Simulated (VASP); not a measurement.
# SnO (P4/nmm) in VASP: single point with LDA

Aim: the single point of SnO with LDA.

Everything below comes from runs of VASP 6.6.1. Logs are shortened: lines on timing, memory, paths and dates and some standing lists are left out, and cuts for length are marked.

### 1 The cell of the first run

Symmetry: P4/nmm, No. 129, tetragonal system. The conventional cell has a = 3.683 Å, b = 3.683 Å, c = 5.153 Å, α = 90.00°, β = 90.00°, γ = 90.00°. Sn (site symmetry 4mm) has 4 O at 2.21 Å within 2.9 Å. O (site symmetry -4m2) has 4 Sn at 2.21 Å and 4 O at 2.60 Å within 2.9 Å.

### 2 Single point, LDA

File INCAR:

```
SYSTEM = SnO
PREC     = Accurate       ! precision mode
ENCUT    = 1340           ! plane-wave cutoff, eV
EDIFF    = 1E-6           ! SCF threshold, eV
ISMEAR   = 0              ! smearing method
SIGMA    = 0.03           ! smearing width, eV
LREAL    = .FALSE.        ! projectors in reciprocal space
LASPH    = .TRUE.         ! aspherical terms in the spheres
NELM     = 120            ! most SCF steps
ALGO     = Normal         ! electronic algorithm
ISIF     = 2              ! what is computed and relaxed
LWAVE    = .FALSE.        ! write WAVECAR
LCHARG   = .FALSE.        ! write CHGCAR
GGA      = CA             ! functional
NBANDS   = 28             ! bands
GGA_COMPAT= .FALSE.
```

File KPOINTS:

```
Automatic mesh
0
G
  10 10 8
  0 0 0
```

File POSCAR:

```
SnO
1.0
    3.6831088220      0.0000000000      0.0000000000
    0.0000000000      3.6831088220      0.0000000000
    0.0000000000      0.0000000000      5.1532524170
Sn O
2 2
Direct
    0.0000000000      0.5000000000      0.2385000000
    0.5000000000      0.0000000000      0.7615000000
    0.0000000000      0.0000000000      0.0000000000
    0.5000000000      0.5000000000      0.0000000000
```

Potentials or basis: VASP PAW LDA potentials, release 64 (Sn_d, O_h).

Launch:

```bash
> cat potpaw_LDA.64/Sn_d/POTCAR potpaw_LDA.64/O_h/POTCAR > POTCAR
> mpirun -np 1 vasp_std > vasp.out
```

OUTCAR:

```text
SYSTEM = SnO
   PREC = Accurate
   ENCUT = 1340
   EDIFF = 1E-6
   ISMEAR = 0
   LREAL = .FALSE.
   LASPH = .TRUE.
   NELM = 120
   ISIF = 2
   GGA = CA

 ion  position               nearest neighbor table
   1  0.000  0.500  0.239-   3 2.21   4 2.21   3 2.21   4 2.21   2 3.58   2 3.58   2 3.58   2 3.58
                             2 3.75   2 3.75   2 3.75   2 3.75
   2  0.500  0.000  0.761-   3 2.21   4 2.21   4 2.21   3 2.21   1 3.58   1 3.58   1 3.58   1 3.58
                             1 3.75   1 3.75   1 3.75   1 3.75
   3  0.000  0.000  0.000-   1 2.21   2 2.21   1 2.21   2 2.21
   4  0.500  0.500  0.000-   1 2.21   2 2.21   2 2.21   1 2.21

  LATTYP: Found a simple tetragonal cell.
 ALAT       =     3.6831088220
 C/A-ratio  =     1.3991583377

  Lattice vectors:

 A1 = (   3.6831088220,   0.0000000000,   0.0000000000)
 A2 = (   0.0000000000,   3.6831088220,   0.0000000000)
 A3 = (   0.0000000000,   0.0000000000,   5.1532524170)

Analysis of symmetry for initial positions (statically):
=====================================================================
 Subroutine PRICEL returns:
 Original cell was already a primitive cell.

 Routine SETGRP: Setting up the symmetry group for a
 simple tetragonal supercell.

 Subroutine GETGRP returns: Found 16 space group operations
 (whereof  8 operations were pure point group operations)
 out of a pool of 16 trial point group operations.

The static configuration has the point symmetry D_2d.
 The point group associated with its full space group is D_4h.

Analysis of symmetry for dynamics (positions and initial velocities):
=====================================================================
 Subroutine PRICEL returns:
 Original cell was already a primitive cell.

 Routine SETGRP: Setting up the symmetry group for a
 simple tetragonal supercell.

 Subroutine GETGRP returns: Found 16 space group operations
 (whereof  8 operations were pure point group operations)
 out of a pool of 16 trial point group operations.

The dynamic configuration has the point symmetry D_2d.
 The point group associated with its full space group is D_4h.

 Subroutine INISYM returns: Found 16 space group operations
 (whereof  8 operations are pure point group operations),
 and found     1 'primitive' translations

----------------------------------------------------------------------------------------

                                     Primitive cell

  volume of cell :      69.9054

  direct lattice vectors                    reciprocal lattice vectors
     3.683108822  0.000000000  0.000000000     0.271509762  0.000000000  0.000000000
     0.000000000  3.683108822  0.000000000     0.000000000  0.271509762  0.000000000
     0.000000000  0.000000000  5.153252417     0.000000000  0.000000000  0.194052206

  length of vectors
     3.683108822  3.683108822  5.153252417     0.271509762  0.271509762  0.194052206

  position of ions in fractional coordinates (direct lattice)
     0.000000000  0.500000000  0.238500000
     0.500000000  0.000000000  0.761500000
     0.000000000  0.000000000  0.000000000
     0.500000000  0.500000000  0.000000000

  ion indices of the primitive-cell ions
   primitive index   ion index
                 1           1
                 2           2
                 3           3
                 4           4

----------------------------------------------------------------------------------------

 KPOINTS: Automatic mesh

Automatic generation of k-mesh.
 Grid dimensions read from file:
 generate k-points for:   10   10    8

 Generating k-lattice:

  Cartesian coordinates                     Fractional coordinates (reciprocal lattice)
     0.027150976  0.000000000  0.000000000     0.100000000  0.000000000  0.000000000
     0.000000000  0.027150976  0.000000000     0.000000000  0.100000000  0.000000000
     0.000000000  0.000000000  0.024256526     0.000000000  0.000000000  0.125000000

  Length of vectors
     0.027150976  0.027150976  0.024256526

  Shift w.r.t. Gamma in fractional coordinates (k-lattice)
     0.000000000  0.000000000  0.000000000

 Subroutine IBZKPT returns following result:
 ===========================================

 Found    105 irreducible k-points:

 Following reciprocal coordinates:
            Coordinates               Weight
  0.000000  0.000000  0.000000      1.000000
  0.100000  0.000000  0.000000      4.000000
  0.200000  0.000000  0.000000      4.000000
  0.300000  0.000000  0.000000      4.000000
  0.400000  0.000000  0.000000      4.000000
  0.500000  0.000000  0.000000      2.000000
[... 16 lines left out ...]
  0.100000  0.000000  0.125000      8.000000
  0.200000  0.000000  0.125000      8.000000
 [... further k-points ...]
   k-points           NKPTS =    105   k-points in BZ     NKDIM =    105   number of bands    NBANDS=     28
   number of dos      NEDOS =    301   number of ions     NIONS =      4
   total plane-waves  NPLWV = 147456
   dimension x,y,z NGX =    48 NGY =   48 NGZ =   64
   dimension x,y,z NGXF=    96 NGYF=   96 NGZF=  128
   ions per type =               2   2
   NGX,Y,Z   is equivalent  to a cutoff of  21.67, 21.67, 20.65 a.u.
   NGXF,Y,Z  is equivalent  to a cutoff of  43.33, 43.33, 41.29 a.u.
 SYSTEM =  SnO
   PREC   = accura    normal or accurate (medium, high low for compatibility)
   ISTART =      0    job   : 0-new  1-cont  2-samecut
   ICHARG =      2    charge: 1-file 2-atom 10-const
   ISPIN  =      1    spin polarized calculation?
   LNONCOLLINEAR =      F non collinear calculations
   LSORBIT =      F    spin-orbit coupling
   LASPH  =      T    aspherical Exc in radial PAW
   ENCUT  = 1340.0 eV  98.49 Ry    9.92 a.u.  10.99 10.99 15.38*2*pi/ulx,y,z
   NELM   =    120;   NELMIN=  2; NELMDL= -5     # of ELM steps
   EDIFF  = 0.1E-05   stopping-criterion for ELM
   LREAL  =      F    real-space projection
   EDIFFG = 0.1E-04   stopping-criterion for IOM
   NSW    =      0    number of steps for IOM
   IBRION =     -1    ionic relax: 0-MD 1-quasi-New 2-CG
   NFREE  =      0    steps in history (QN), initial steepest desc. (CG)
   ISIF   =      2    stress and relaxation
   ISYM   =      2    0-nonsym 1-usesym 2-fastsym
   POTIM  = 0.5000    time-step for ionic-motion
   TEBEG  =    0.0;   TEEND  =   0.0 temperature during run
   PSTRESS=    0.0 pullay stress
   NELECT =      40.0000    total number of electrons
   NUPDOWN=      -1.0000    fix difference up-down
   EMIN   =  10.00;   EMAX   =-10.00  energy-range for DOS
   EFERMI =   0.00;   METHOD = LEGACY
   ISMEAR =     0;   SIGMA  =   0.03  broadening in eV -4-tet -1-fermi 0-gaus
   EFERMI_NEDOS =   21; number of points for ismear=-14 and -15
   IALGO  =     38    algorithm
   IMIX   =      4    mixing-type and parameters
     AMIX     =   0.40;   BMIX     =  1.00
     AMIX_MAG =   1.60;   BMIX_MAG =  1.00
  volume/ion in A,a.u.               =      17.48       117.94
  Fermi-wavevector in a.u.,A,eV,Ry     =   1.359121  2.568365 25.132801  1.847209
  Thomas-Fermi vector in A             =   2.485896
   LORBIT       =      0    0 simple, 1 ext, 2 COOP (PROOUT), +10 PAW based schemes
   GGA     = CA    functional components
   LHFCALC =     F    Hartree Fock is set to
   AEXX    =    0.0000 exact exchange contribution
   IVDW    =     0    specifies the selected vdW correction
   LEPSILON=     F    determine dielectric tensor
   LRPA    =     F    only Hartree local field effects (RPA)
 non-spin polarized calculation
 Gauss-broadening in eV      SIGMA  =   0.03
  energy-cutoff  :     1340.00
  volume of cell :       69.91
 maximum number of plane-waves:      7820
 NGX is ok and might be reduce to    48
   NGX = 21   NGY = 21   NGZ = 31

 number of electron      40.0000000 magnetization

 Free energy of the ion-electron system (eV)
  ---------------------------------------------------
  ext. energy  EPLUGINS =         0.00000000
  ---------------------------------------------------
  free energy    TOTEN  =       -25.62248064 eV

  energy without entropy =      -25.62234474  energy(sigma->0) =      -25.62241269

 E-fermi :   7.3082     XC(G=0): -10.6634

 val. band max:        7.3028347702   @ k =   0.1000   0.0000   0.0000
 cond. band min:       7.3301378905   @ k =   0.5000   0.5000   0.1250
 fundamental gap:      0.0273031202
 Fermi energy:         7.3081698420

 k-point     1 :       0.0000    0.0000    0.0000
  band No.  band energies     occupation
      1     -14.7431      2.00000
      2     -14.3696      2.00000
      3     -14.3173      2.00000
      4     -14.3173      2.00000
      5     -14.2787      2.00000
      6     -14.2538      2.00000
[... 20 lines left out ...]
     27      13.9763      0.00000
     28      14.4109      0.00000

 k-point     2 :       0.1000    0.0000    0.0000
  band No.  band energies     occupation
      1     -14.7384      2.00000
      2     -14.3654      2.00000
      3     -14.3180      2.00000
      4     -14.3150      2.00000
      5     -14.2804      2.00000
      6     -14.2494      2.00000
[... 20 lines left out ...]
     27      14.1820      0.00000
     28      15.3900      0.00000

 k-point     3 :       0.2000    0.0000    0.0000
  band No.  band energies     occupation
      1     -14.7255      2.00000
      2     -14.3828      2.00000
      3     -14.3187      2.00000
      4     -14.3185      2.00000
      5     -14.3090      2.00000
      6     -14.2847      2.00000
[... 20 lines left out ...]
     27      14.4051      0.00000
     28      17.1747      0.00000

 k-point     4 :       0.3000    0.0000    0.0000
  band No.  band energies     occupation
      1     -14.7065      2.00000
      2     -14.4800      2.00000
      3     -14.3177      2.00000
      4     -14.3169      2.00000
      5     -14.3019      2.00000
      6     -14.2897      2.00000
[... 20 lines left out ...]
     27      14.7363      0.00000
     28      18.2559      0.00000

 k-point     5 :       0.4000    0.0000    0.0000
  band No.  band energies     occupation
      1     -14.6790      2.00000
      2     -14.5706      2.00000
      3     -14.3127      2.00000
      4     -14.3100      2.00000
      5     -14.2973      2.00000
      6     -14.2937      2.00000
[... 20 lines left out ...]
     27      15.2093      0.00000
     28      17.0319      0.00000

 k-point     6 :       0.5000    0.0000    0.0000
  band No.  band energies     occupation
      1     -14.6362      2.00000
      2     -14.6362      2.00000
      3     -14.3090      2.00000
      4     -14.3090      2.00000
      5     -14.2957      2.00000
      6     -14.2957      2.00000
[... 463 lines left out ...]
      5     -14.2602      2.00000
      6     -14.2602      2.00000
[... 20 lines left out ...]
     27      15.7397      0.00000
     28      15.7397      0.00000

 k-point    22 :       0.0000    0.0000    0.1250
  band No.  band energies     occupation
      1     -14.7413      2.00000
      2     -14.3716      2.00000
      3     -14.3140      2.00000
      4     -14.3140      2.00000
      5     -14.2774      2.00000
      6     -14.2518      2.00000
[... 20 lines left out ...]
     27      13.8476      0.00000
     28      14.5073      0.00000

 k-point    23 :       0.1000    0.0000    0.1250
  band No.  band energies     occupation
      1     -14.7367      2.00000
      2     -14.3675      2.00000
      3     -14.3153      2.00000
      4     -14.3126      2.00000
      5     -14.2787      2.00000
      6     -14.2474      2.00000
[... 20 lines left out ...]
     27      14.1381      0.00000
     28      15.4090      0.00000

 k-point    24 :       0.2000    0.0000    0.1250
  band No.  band energies     occupation
      1     -14.7245      2.00000
      2     -14.3871      2.00000
      3     -14.3229      2.00000
      4     -14.3122      2.00000
      5     -14.3094      2.00000
      6     -14.2822      2.00000
[... 20 lines left out ...]
     27      14.4578      0.00000
     28      17.1211      0.00000

 [... further k-points ...]

------------------------ aborting loop because EDIFF is reached ----------------------------------------

  FORCE on cell =-STRESS in cart. coord.  units (eV):
  Direction    XX          YY          ZZ          XY          YZ          ZX
  --------------------------------------------------------------------------------------
  -------------------------------------------------------------------------------------
  Total        0.5861291      0.5861291     -2.9118940      0.0000000     -0.0000000      0.0000000
  in kB       13.4336300     13.4336300    -66.7383751      0.0000000     -0.0000000      0.0000000
  external PRESSURE =     -13.2903717 kB  Pullay stress =       0.0000000 kB

 VOLUME and BASIS-vectors are now :
 -----------------------------------------------------------------------------
  energy-cutoff  :     1340.00
  volume of cell :       69.91
      direct lattice vectors                 reciprocal lattice vectors
     3.683108822  0.000000000  0.000000000     0.271509762  0.000000000  0.000000000
     0.000000000  3.683108822  0.000000000     0.000000000  0.271509762  0.000000000
     0.000000000  0.000000000  5.153252417     0.000000000  0.000000000  0.194052206

 POSITION                                       TOTAL-FORCE (eV/Angst)
 -----------------------------------------------------------------------------------
      0.00000      1.84155      1.22905         0.000000      0.000000     -0.802715
      1.84155      0.00000      3.92420        -0.000000      0.000000      0.802715
      0.00000      0.00000      0.00000        -0.000000      0.000000      0.000000
      1.84155      1.84155      0.00000         0.000000     -0.000000      0.000000
 -----------------------------------------------------------------------------------
    total drift:                                0.000000      0.000000     -0.000000

  FREE ENERGIE OF THE ION-ELECTRON SYSTEM (eV)
  ---------------------------------------------------
  free  energy   TOTEN  =       -25.6224806397 eV

  energy  without entropy=      -25.6223447380  energy(sigma->0) =      -25.62241269
```

It took 12 min on 1 thread of Intel Xeon Platinum 8488C (Sapphire Rapids), shared host; peak memory 0.78 GiB.

Results:

```yaml
Free_energy: -25.6225 eV
Pressure: -1.3 GPa
Largest_force: 0.803 eV/Å
Band_gap_on_the_k_mesh: zero (bands 20 and 21 overlap by 0.23 eV)
```

Forces on the atoms (eV/Å):
```
Sn   0.000  0.000 -0.803
Sn   0.000  0.000  0.803
O    0.000  0.000  0.000
O    0.000  0.000  0.000
```

Levels at points of the mesh, in eV from the Fermi level:
| k point | band 18 | band 19 | band 20 | band 21 | band 22 | band 23 |
| --- | --- | --- | --- | --- | --- | --- |
| (0.00, 0.00, 0.00) | -2.96 | -2.96 | 0.05 | 2.23 | 3.83 | 4.70 |
| (0.50, 0.00, 0.00) | -4.81 | -3.09 | -3.09 | 2.62 | 2.62 | 5.94 |
| (0.50, 0.50, 0.00) | -2.30 | -2.24 | -2.24 | -0.18 | -0.18 | 3.82 |
| (0.00, 0.00, 0.50) | -2.98 | -2.98 | -2.97 | 2.08 | 2.99 | 2.99 |
| (0.50, 0.00, 0.50) | -4.79 | -2.13 | -2.13 | 1.94 | 1.94 | 5.57 |
| (0.50, 0.50, 0.50) | -2.83 | -2.30 | -2.30 | 1.94 | 1.94 | 3.27 |

Caveat: the stress differs along the axes, from -7 to 1 GPa; semilocal functionals underestimate gaps, and a narrow one can read as zero; spin-orbit coupling is left out, which moves the levels of the heavy elements.

The gap in the log of VASP goes by the Fermi energy; the results here count the filled bands.